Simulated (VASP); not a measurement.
# MgZn2S3 (P3m1) in VASP: single point with PBE

Aim: the single point of MgZn2S3 with PBE.

Everything below comes from runs of VASP 6.6.1. Logs are shortened: lines on timing, memory, paths and dates and some standing lists are left out, and cuts for length are marked.

## (1) The cell of the first run

It takes space group P3m1 (No. 156, trigonal). The conventional cell has a = 3.906 Å, b = 3.906 Å, c = 9.590 Å, α = 90.00°, β = 90.00°, γ = 120.00°. Within 3.2 Å of Mg (site symmetry 3m) lie 4 S at 2.42 to 2.47 Å. Zn (site symmetry 3m) has 4 S at 2.36 to 2.38 Å within 3.1 Å. Zn (site symmetry 3m) has 4 S at 2.36 to 2.38 Å within 3.1 Å. S (site symmetry 3m) has 1 Zn at 2.36 Å and 3 Mg at 2.42 Å within 3.1 Å. Within 3.1 Å of S (site symmetry 3m) lie 4 Zn at 2.36 to 2.38 Å. Within 3.1 Å of S (site symmetry 3m) lie 3 Zn at 2.38 Å and 1 Mg at 2.47 Å.

## (2) Single point, PBE

Input file POSCAR:

```
MgZn2S3
1.0
    3.9060775023      0.0000000000      0.0000000000
   -1.9530387512      3.3827623462      0.0000000000
    0.0000000000      0.0000000000      9.5900728610
Mg Zn S
1 2 3
Direct
    0.0000000000      0.0000000000      0.9999788456
    0.6666666667      0.3333333333      0.3374333232
    0.3333333333      0.6666666667      0.6620687374
    0.6666666667      0.3333333333      0.0916445098
    0.3333333333      0.6666666667      0.4164420335
    0.0000000000      0.0000000000      0.7424325505
```

Input file INCAR.step1:

```
  PREC = Accurate
  ENCUT = 520
  EDIFF = 1E-6
  ISMEAR = 0
  SIGMA = 0.02
  LREAL = F
  LASPH = T
  NELM = 100
  ALGO = Normal
  ISIF = 2
  LWAVE = F
  LCHARG = T
  GGA = PE
  NBANDS = 31
```

Input file KPOINTS.step1:

```
Automatic mesh
0
Gamma
  12 12 4
```

Input file INCAR.step2:

```
  PREC = Accurate
  ENCUT = 520
  EDIFF = 1E-6
  ISMEAR = -5
  SIGMA = 0.02
  LREAL = F
  LASPH = T
  NELM = 100
  ALGO = Normal
  ISIF = 2
  LWAVE = F
  LCHARG = F
  GGA = PE
  LORBIT = 11
  NEDOS = 1001
  ICHARG = 11
```

Input file KPOINTS.step2:

```
Automatic mesh
0
Gamma
  18 18 6
```

Potentials or basis: VASP PAW PBE potentials, release 64 (Mg, Zn, S).

Command:

```sh
$ cat potpaw_PBE.64/Mg/POTCAR potpaw_PBE.64/Zn/POTCAR potpaw_PBE.64/S/POTCAR > POTCAR
$ cp INCAR.step1 INCAR
$ cp KPOINTS.step1 KPOINTS
$ mpirun -np 1 vasp_std > vasp.out
$ cp INCAR.step2 INCAR
$ cp KPOINTS.step2 KPOINTS
$ mpirun -np 1 vasp_std > vasp.out
```

OUTCAR:

```text
PREC = Accurate
   ENCUT = 520
   EDIFF = 1E-6
   ISMEAR = -5
   LREAL = F
   LASPH = T
   NELM = 100
   ISIF = 2
   GGA = PE
   LORBIT = 11
   ICHARG = 11

 ion  position               nearest neighbor table
   1  0.000  0.000  1.000-   4 2.42   4 2.42   4 2.42   6 2.47
   2  0.667  0.333  0.337-   4 2.36   5 2.38   5 2.38   5 2.38
   3  0.333  0.667  0.662-   5 2.36   6 2.38   6 2.38   6 2.38
   4  0.667  0.333  0.092-   2 2.36   1 2.42   1 2.42   1 2.42
   5  0.333  0.667  0.416-   3 2.36   2 2.38   2 2.38   2 2.38
   6  0.000  0.000  0.742-   3 2.38   3 2.38   3 2.38   1 2.47

  LATTYP: Found a hexagonal cell.
 ALAT       =     3.9060775023
 C/A-ratio  =     2.4551670711

  Lattice vectors:

 A1 = (   3.9060775023,   0.0000000000,   0.0000000000)
 A2 = (  -1.9530387512,   3.3827623462,   0.0000000000)
 A3 = (   0.0000000000,   0.0000000000,   9.5900728610)

Analysis of symmetry for initial positions (statically):
=====================================================================
 Subroutine PRICEL returns:
 Original cell was already a primitive cell.

 Routine SETGRP: Setting up the symmetry group for a
 hexagonal supercell.

 Subroutine GETGRP returns: Found  6 space group operations
 (whereof  6 operations were pure point group operations)
 out of a pool of 24 trial point group operations.

The static configuration has the point symmetry C_3v.

Analysis of symmetry for dynamics (positions and initial velocities):
=====================================================================
 Subroutine PRICEL returns:
 Original cell was already a primitive cell.

 Routine SETGRP: Setting up the symmetry group for a
 hexagonal supercell.

 Subroutine GETGRP returns: Found  6 space group operations
 (whereof  6 operations were pure point group operations)
 out of a pool of 24 trial point group operations.

The dynamic configuration has the point symmetry C_3v.

 Subroutine INISYM returns: Found  6 space group operations
 (whereof  6 operations are pure point group operations),
 and found     1 'primitive' translations

----------------------------------------------------------------------------------------

                                     Primitive cell

  volume of cell :     126.7168

  direct lattice vectors                    reciprocal lattice vectors
[... 110 lines left out ...]
   EMIN   =  10.00;   EMAX   =-10.00  energy-range for DOS
   EFERMI =   0.00;   METHOD = LEGACY
   ISMEAR =    -5;   SIGMA  =   0.02  broadening in eV -4-tet -1-fermi 0-gaus
   EFERMI_NEDOS =   21; number of points for ismear=-14 and -15
   IALGO  =     38    algorithm
   IMIX   =      4    mixing-type and parameters
     AMIX     =   0.40;   BMIX     =  1.00
     AMIX_MAG =   1.60;   BMIX_MAG =  1.00
  volume/ion in A,a.u.               =      21.12       142.52
  Fermi-wavevector in a.u.,A,eV,Ry     =   1.150662  2.174435 18.014416  1.324022
  Thomas-Fermi vector in A             =   2.287324
   LORBIT       =     11    0 simple, 1 ext, 2 COOP (PROOUT), +10 PAW based schemes
   GGA     = PE    functional components
   LHFCALC =     F    Hartree Fock is set to
   AEXX    =    0.0000 exact exchange contribution
   IVDW    =     0    specifies the selected vdW correction
   LEPSILON=     F    determine dielectric tensor
   LRPA    =     F    only Hartree local field effects (RPA)
 non-spin polarized calculation
 Fermi weights with tetrahedron method with Bloechl corrections
  energy-cutoff  :      520.00
  volume of cell :      126.72
 maximum number of plane-waves:      3456
 NGX is ok and might be reduce to    30

 number of electron      43.9999960 magnetization

 Free energy of the ion-electron system (eV)
  ---------------------------------------------------
  ext. energy  EPLUGINS =         0.00000000
  ---------------------------------------------------
  free energy    TOTEN  =       -22.11199698 eV

  energy without entropy =      -22.11199698  energy(sigma->0) =      -22.11199698

 E-fermi :   1.6286     XC(G=0):  -9.0967

 val. band max:        1.6256755428   @ k =   0.0000   0.0000   0.0000
 cond. band min:       3.8593326120   @ k =   0.0000   0.0000   0.0000
 fundamental gap:      2.2336570692
 Fermi energy:         1.6285882689

 k-point     1 :       0.0000    0.0000    0.0000
  band No.  band energies     occupation
      1     -10.8674      2.00000
      2     -10.3226      2.00000
      3     -10.0409      2.00000
      4      -4.3328      2.00000
      5      -4.3328      2.00000
      6      -4.3066      2.00000
[... 685 lines left out ...]
     25       6.3430      0.00000
     26       7.3904      0.00000

 [... further k-points ...]

------------------------ aborting loop because EDIFF is reached ----------------------------------------

  FORCE on cell =-STRESS in cart. coord.  units (eV):
  Direction    XX          YY          ZZ          XY          YZ          ZX
  --------------------------------------------------------------------------------------
  -------------------------------------------------------------------------------------
  Total        0.0532008      0.0532008      0.0650525     -0.0000000     -0.0000000     -0.0000000
  in kB        0.6726579      0.6726579      0.8225090     -0.0000000     -0.0000000     -0.0000000
  external PRESSURE =       0.7226082 kB  Pullay stress =       0.0000000 kB

 VOLUME and BASIS-vectors are now :
 -----------------------------------------------------------------------------
  energy-cutoff  :      520.00
  volume of cell :      126.72
      direct lattice vectors                 reciprocal lattice vectors
     3.906077502  0.000000000  0.000000000     0.256011305  0.147808196  0.000000000
    -1.953038751  3.382762346  0.000000000     0.000000000  0.295616392  0.000000000
     0.000000000  0.000000000  9.590072861     0.000000000  0.000000000  0.104274495

 POSITION                                       TOTAL-FORCE (eV/Angst)
 -----------------------------------------------------------------------------------
      0.00000      0.00000      9.58987        -0.000000      0.000000      0.005955
      1.95304      1.12759      3.23601        -0.000000      0.000000     -0.003795
     -0.00000      2.25517      6.34929         0.000000     -0.000000     -0.003624
      1.95304      1.12759      0.87888         0.000000      0.000000     -0.020619
     -0.00000      2.25517      3.99371        -0.000000      0.000000      0.004998
      0.00000      0.00000      7.11998        -0.000000      0.000000      0.017085
 -----------------------------------------------------------------------------------
    total drift:                               -0.000198      0.000115     -0.000991

  FREE ENERGIE OF THE ION-ELECTRON SYSTEM (eV)
  ---------------------------------------------------
  free  energy   TOTEN  =       -22.1119969816 eV

  energy  without entropy=      -22.1119969816  energy(sigma->0) =      -22.11199698

 total charge

# of ion       s       p       d       tot
------------------------------------------
    1        0.169   0.152   0.040   0.362
    2        0.506   0.438   9.796  10.740
    3        0.506   0.438   9.796  10.741
    4        1.311   2.502   0.000   3.813
    5        1.316   2.416   0.000   3.733
    6        1.315   2.433   0.000   3.748
--------------------------------------------------
tot          5.123   8.380  19.632  33.136
```

It took 11 min on 1 thread of Intel Xeon Platinum 8375C at 2.90GHz (Ice Lake), shared host; peak memory 0.71 GiB.

What came out:

- Valence electrons inside the program's atomic spheres: Mg 0.36; Zn 10.74; S 3.81, 3.73, 3.75
